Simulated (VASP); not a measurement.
Runs of VASP 6.6.1 on CoSi2. The structure is that of space group Fm-3m (No. 225), or close to it. The cells are those of the table. 

| task | cell | cutoff (eV) | k mesh for the DOS | occupations for the DOS | gap on the mesh (eV) | pressure (GPa) |
| --- | --- | --- | --- | --- | --- | --- |
| single point | a = 3.790 Å, angles 60.0°, 3 atoms | 520 | - | - | none | (b) |
| electric field gradients | a = 3.790 Å, angles 60.0°, 3 atoms | 520 | - | - | none | -0.1 |
| electric field gradients | a = 3.787 Å, angles 60.0°, 3 atoms | 520 | - | - | none | 0.2 |
| relaxation of cell and atoms | relaxed from a = 3.790 Å, angles 60.0°, 3 atoms | 600 | - | - | none | 0.1 |
| single point | a = 3.764 Å, angles 60.0°, 3 atoms | 520 | - | - | none | 3.6 |
| single point | a = 3.840 Å, angles 60.0°, 3 atoms | 520 | - | - | none | (a) |
| single point | a = 3.815 Å, angles 60.0°, 3 atoms | 520 | - | - | none | -3.5 |
| single point | a = 3.739 Å, angles 60.0°, 3 atoms | 520 | - | - | none | 7.9 |

Alike in all rows: level PBE; potentials or basis VASP PAW PBE potentials, release 64 (Co, Si); no spin polarisation; k mesh 12 × 12 × 12; smearing gaussian 0.05 eV.

Problem. Fill in the values left out.

Solution. (a) -6.5; (b) -0.2.

A gap of «none» marks levels without a gap at the run's occupations.
